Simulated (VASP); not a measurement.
# SnSe2 (P-3m1) in VASP: a series of runs, part 2 of 2

VASP 6.6.1. The steps go on from the part before.

### Step 4. Single point, r2SCAN (uniaxial z strain +0.5%)

Input file POSCAR:

```
SnSe2
1.0
    3.8251493304      0.0000000000      0.0000000000
   -1.9125746652      3.3126764934      0.0000000000
    0.0000000000      0.0000000000      6.2582144416
Sn Se
1 2
Direct
    0.0000000000      0.0000000000      0.0000000000
    0.3333333333      0.6666666667      0.2520220383
    0.6666666667      0.3333333333      0.7479779617
```

Input file INCAR.step1:

```
ALGO = Normal
EDIFF = 1E-4
ENCUT = 520
GGA = PE
ISMEAR = 0
LASPH = True
LCHARG = False
LREAL = False
LWAVE = True
NBANDS = 20
NELM = 60
PREC = Accurate
SIGMA = 0.01
```

Input file INCAR.step2:

```
ALGO = Normal
EDIFF = 1E-7
ENCUT = 520
ISIF = 2
ISMEAR = 0
ISTART = 1
LASPH = True
LCHARG = False
LMIXTAU = True
LREAL = False
LWAVE = False
METAGGA = R2SCAN
NBANDS = 20
NELM = 60
PREC = Accurate
SIGMA = 0.01
```

Input file KPOINTS:

```
k-points
0
Gamma
  12 12 4
```

Potentials or basis: VASP PAW PBE potentials, release 64 (Sn_d, Se).

Started as:

```
$ cat potpaw_PBE.64/Sn_d/POTCAR potpaw_PBE.64/Se/POTCAR > POTCAR
$ cp INCAR.step1 INCAR
$ mpirun -np 1 vasp_std > vasp.out
$ cp INCAR.step2 INCAR
$ mpirun -np 1 vasp_std > vasp.out
```

OUTCAR:

```text
EDIFF = 1E-7
   ENCUT = 520
   ISIF = 2
   ISMEAR = 0
   ISTART = 1
   LASPH = True
   LREAL = False
   METAGGA = R2SCAN
   NELM = 60
   PREC = Accurate

 ion  position               nearest neighbor table
   1  0.000  0.000  0.000-   2 2.71   3 2.71   3 2.71   2 2.71   3 2.71   2 2.71
   2  0.333  0.667  0.252-   1 2.71   1 2.71   1 2.71
   3  0.667  0.333  0.748-   1 2.71   1 2.71   1 2.71

  LATTYP: Found a hexagonal cell.
 ALAT       =     3.8251493304
 C/A-ratio  =     1.6360706213

  Lattice vectors:

 A1 = (   3.8251493304,   0.0000000000,   0.0000000000)
 A2 = (  -1.9125746652,   3.3126764934,   0.0000000000)
 A3 = (   0.0000000000,   0.0000000000,   6.2582144416)

Analysis of symmetry for initial positions (statically):
=====================================================================
 Subroutine PRICEL returns:
 Original cell was already a primitive cell.

 Routine SETGRP: Setting up the symmetry group for a
 hexagonal supercell.

 Subroutine GETGRP returns: Found 12 space group operations
 (whereof 12 operations were pure point group operations)
 out of a pool of 24 trial point group operations.

The static configuration has the point symmetry D_3d.

Analysis of symmetry for dynamics (positions and initial velocities):
=====================================================================
 Subroutine PRICEL returns:
 Original cell was already a primitive cell.

 Routine SETGRP: Setting up the symmetry group for a
 hexagonal supercell.

 Subroutine GETGRP returns: Found 12 space group operations
 (whereof 12 operations were pure point group operations)
 out of a pool of 24 trial point group operations.

The dynamic configuration has the point symmetry D_3d.

 Subroutine INISYM returns: Found 12 space group operations
 (whereof 12 operations are pure point group operations),
 and found     1 'primitive' translations

----------------------------------------------------------------------------------------

                                     Primitive cell

  volume of cell :      79.3009

  direct lattice vectors                    reciprocal lattice vectors
     3.825149330  0.000000000  0.000000000     0.261427702  0.150935354  0.000000000
    -1.912574665  3.312676493  0.000000000     0.000000000  0.301870708  0.000000000
     0.000000000  0.000000000  6.258214442     0.000000000  0.000000000  0.159789986

  length of vectors
     3.825149330  3.825149330  6.258214442     0.301870708  0.301870708  0.159789986

  position of ions in fractional coordinates (direct lattice)
     0.000000000  0.000000000  0.000000000
     0.333333333  0.666666667  0.252022038
     0.666666667  0.333333333  0.747977962

  ion indices of the primitive-cell ions
   primitive index   ion index
                 1           1
                 2           2
                 3           3

----------------------------------------------------------------------------------------

 KPOINTS: k-points

Automatic generation of k-mesh.
 Grid dimensions read from file:
 generate k-points for:   12   12    4

 Generating k-lattice:

  Cartesian coordinates                     Fractional coordinates (reciprocal lattice)
     0.021785642  0.012577946  0.000000000     0.083333333  0.000000000  0.000000000
     0.000000000  0.025155892  0.000000000     0.000000000  0.083333333  0.000000000
     0.000000000  0.000000000  0.039947497     0.000000000  0.000000000  0.250000000

  Length of vectors
     0.025155892  0.025155892  0.039947497

  Shift w.r.t. Gamma in fractional coordinates (k-lattice)
     0.000000000  0.000000000  0.000000000

 Subroutine IBZKPT returns following result:
 ===========================================

 Found     69 irreducible k-points:

 Following reciprocal coordinates:
            Coordinates               Weight
  0.000000  0.000000  0.000000      1.000000
  0.083333  0.000000  0.000000      6.000000
  0.166667  0.000000  0.000000      6.000000
  0.250000  0.000000  0.000000      6.000000
  0.333333  0.000000  0.000000      6.000000
  0.416667 -0.000000  0.000000      6.000000
[... 16 lines left out ...]
  0.166667  0.000000  0.250000      6.000000
  0.000000  0.166667  0.250000      6.000000
 [... further k-points ...]
   k-points           NKPTS =     69   k-points in BZ     NKDIM =     69   number of bands    NBANDS=     20
   number of dos      NEDOS =    301   number of ions     NIONS =      3
   total plane-waves  NPLWV =  37632
   dimension x,y,z NGX =    28 NGY =   28 NGZ =   48
   dimension x,y,z NGXF=    56 NGYF=   56 NGZF=   96
   ions per type =               1   2
   NGX,Y,Z   is equivalent  to a cutoff of  12.17, 12.17, 12.75 a.u.
   NGXF,Y,Z  is equivalent  to a cutoff of  24.34, 24.34, 25.50 a.u.
 SYSTEM =  unknown system
   PREC   = accura    normal or accurate (medium, high low for compatibility)
   ISTART =      1    job   : 0-new  1-cont  2-samecut
   ICHARG =      0    charge: 1-file 2-atom 10-const
   ISPIN  =      1    spin polarized calculation?
   LNONCOLLINEAR =      F non collinear calculations
   LSORBIT =      F    spin-orbit coupling
   LASPH  =      T    aspherical Exc in radial PAW
   ENCUT  =  520.0 eV  38.22 Ry    6.18 a.u.   7.11  7.11 11.64*2*pi/ulx,y,z
   NELM   =     60;   NELMIN=  2; NELMDL=  0     # of ELM steps
   EDIFF  = 0.1E-06   stopping-criterion for ELM
   LREAL  =      F    real-space projection
   EDIFFG = 0.1E-05   stopping-criterion for IOM
   NSW    =      0    number of steps for IOM
   IBRION =     -1    ionic relax: 0-MD 1-quasi-New 2-CG
   NFREE  =      0    steps in history (QN), initial steepest desc. (CG)
   ISIF   =      2    stress and relaxation
   ISYM   =      2    0-nonsym 1-usesym 2-fastsym
   POTIM  = 0.5000    time-step for ionic-motion
   TEBEG  =    0.0;   TEEND  =   0.0 temperature during run
   PSTRESS=    0.0 pullay stress
   NELECT =      26.0000    total number of electrons
   NUPDOWN=      -1.0000    fix difference up-down
   EMIN   =  10.00;   EMAX   =-10.00  energy-range for DOS
   EFERMI =   0.00;   METHOD = LEGACY
   ISMEAR =     0;   SIGMA  =   0.01  broadening in eV -4-tet -1-fermi 0-gaus
   EFERMI_NEDOS =   21; number of points for ismear=-14 and -15
   IALGO  =     38    algorithm
   IMIX   =      4    mixing-type and parameters
     AMIX     =   0.40;   BMIX     =  1.00
     AMIX_MAG =   1.60;   BMIX_MAG =  1.00
  volume/ion in A,a.u.               =      26.43       178.38
  Fermi-wavevector in a.u.,A,eV,Ry     =   1.128860  2.133236 17.338236  1.274324
  Thomas-Fermi vector in A             =   2.265551
   LORBIT       =      0    0 simple, 1 ext, 2 COOP (PROOUT), +10 PAW based schemes
   METAGGA = R2SCAN    functional components
   LHFCALC =     F    Hartree Fock is set to
   AEXX    =    0.0000 exact exchange contribution
   IVDW    =     0    specifies the selected vdW correction
   LEPSILON=     F    determine dielectric tensor
   LRPA    =     F    only Hartree local field effects (RPA)
 non-spin polarized calculation
 Gauss-broadening in eV      SIGMA  =   0.01
  energy-cutoff  :      520.00
  volume of cell :       79.30
 maximum number of plane-waves:      2156
   NGX = 15   NGY = 15   NGZ = 23

 number of electron      25.9999999 magnetization

 Free energy of the ion-electron system (eV)
  ---------------------------------------------------
  ext. energy  EPLUGINS =         0.00000000
  ---------------------------------------------------
  free energy    TOTEN  =       -54.62816211 eV

  energy without entropy =      -54.62816211  energy(sigma->0) =      -54.62816211

 E-fermi :   3.6287     XC(G=0):  -9.8899

 val. band max:        3.5646661409   @ k =   0.0833   0.0833   0.0000
 cond. band min:       4.5906737312   @ k =   0.5000   0.0000   0.5000
 fundamental gap:      1.0260075903
 Fermi energy:         3.6287141180

 k-point     1 :       0.0000    0.0000    0.0000
  band No.  band energies     occupation
      1     -18.2878      2.00000
      2     -18.2877      2.00000
      3     -18.2314      2.00000
      4     -18.2238      2.00000
      5     -18.2238      2.00000
      6     -10.6675      2.00000
[... 12 lines left out ...]
     19      13.1586      0.00000
     20      13.1587      0.00000
[... 507 lines left out ...]
 k-point    24 :       0.0000    0.1667    0.2500
  band No.  band energies     occupation
      1     -18.3014      2.00000
      2     -18.2796      2.00000
      3     -18.2305      2.00000
      4     -18.2227      2.00000
      5     -18.2214      2.00000
      6     -10.3139      2.00000
[... 12 lines left out ...]
     19      12.2454      0.00000
     20      13.1439      0.00000

 [... further k-points ...]

------------------------ aborting loop because EDIFF is reached ----------------------------------------

  FORCE on cell =-STRESS in cart. coord.  units (eV):
  Direction    XX          YY          ZZ          XY          YZ          ZX
  --------------------------------------------------------------------------------------
  -------------------------------------------------------------------------------------
  Total        0.4520808      0.4520808      0.3857966     -0.0000000      0.0000000      0.0000000
  in kB        9.1337422      9.1337422      7.7945517     -0.0000000      0.0000000      0.0000000
  external PRESSURE =       8.6873454 kB  Pullay stress =       0.0000000 kB

 VOLUME and BASIS-vectors are now :
 -----------------------------------------------------------------------------
  energy-cutoff  :      520.00
  volume of cell :       79.30
      direct lattice vectors                 reciprocal lattice vectors
     3.825149330  0.000000000  0.000000000     0.261427702  0.150935354  0.000000000
    -1.912574665  3.312676493  0.000000000     0.000000000  0.301870708  0.000000000
     0.000000000  0.000000000  6.258214442     0.000000000  0.000000000  0.159789986

 POSITION                                       TOTAL-FORCE (eV/Angst)
 -----------------------------------------------------------------------------------
      0.00000      0.00000      0.00000         0.000000      0.000000      0.000000
     -0.00000      2.20845      1.57721        -0.000000      0.000000     -0.020757
      1.91257      1.10423      4.68101         0.000000     -0.000000      0.020757
 -----------------------------------------------------------------------------------
    total drift:                                0.000000      0.000000     -0.000000

  FREE ENERGIE OF THE ION-ELECTRON SYSTEM (eV)
  ---------------------------------------------------
  free  energy   TOTEN  =       -54.6281621088 eV

  energy  without entropy=      -54.6281621088  energy(sigma->0) =      -54.62816211
```

Run time: 3.3 min. Hardware: 1 thread of Intel Xeon 6975P-C (Granite Rapids), shared host; peak memory 0.26 GiB.

Results:

| Item | Value |
| --- | --- |
| Free energy | -54.6282 eV |
| Pressure | 0.9 GPa |
| Largest force | 0.021 eV/Å |
| Band gap on the k mesh | 1.03 eV (least direct gap 1.49 eV) |

Forces in eV/Å, atoms in the order of the input:
```
Sn   0.000  0.000  0.000
Se   0.000  0.000 -0.021
Se   0.000  0.000  0.021
```

Stress tensor (GPa, compression positive):
```
0.91 0.00 0.00
0.00 0.91 0.00
0.00 0.00 0.78
```

Caveat: the cell differs from its parent crystal (uniaxial z strain +0.5%); the PAW data sets were made with another functional, which shifts forces and pressure a little; spin-orbit coupling is left out, which moves the levels of the heavy elements.

### Step 5. Overview

```csv
level,cell,smearing,gap on the mesh (eV),pressure (GPa),largest force (eV/Å)
PBE,"a = 4.016, b = 4.016, c = 5.887 Å, angles 90.0, 90.0, 120.0°, 3 atoms, epitaxial xy strain +5.0%",fermi-dirac 0.02 eV,none,-0.5,0.25
r2SCAN,"a = 3.787, b = 3.787, c = 6.165 Å, angles 90.0, 90.0, 120.0°, 3 atoms, strain -1.0%",gaussian 0.01 eV,0.99,2.3,0.02
r2SCAN,"a = 3.825, b = 3.825, c = 6.258 Å, angles 90.0, 90.0, 120.0°, 3 atoms, uniaxial z strain +0.5%",gaussian 0.01 eV,1.03,0.9,0.02
```

Alike in all rows: task single point; potentials or basis VASP PAW PBE potentials, release 64 (Sn_d, Se); no spin polarisation; k mesh 12 × 12 × 4; cutoff (eV) 520.

Caveats: spin-orbit coupling is left out, which moves the levels of the heavy elements; the PAW data sets were made with another functional, which shifts forces and pressure a little (at least some runs); semilocal functionals underestimate gaps, and a narrow one can read as zero (at least some runs); this functional lacks dispersion, which binds layers or chains, so the pressure and a relaxed spacing across them are unreliable (at least some runs).

Absolute energies hang on the potentials; compare differences alone.

The gap in the log of VASP goes by the Fermi energy; the results here count the filled bands.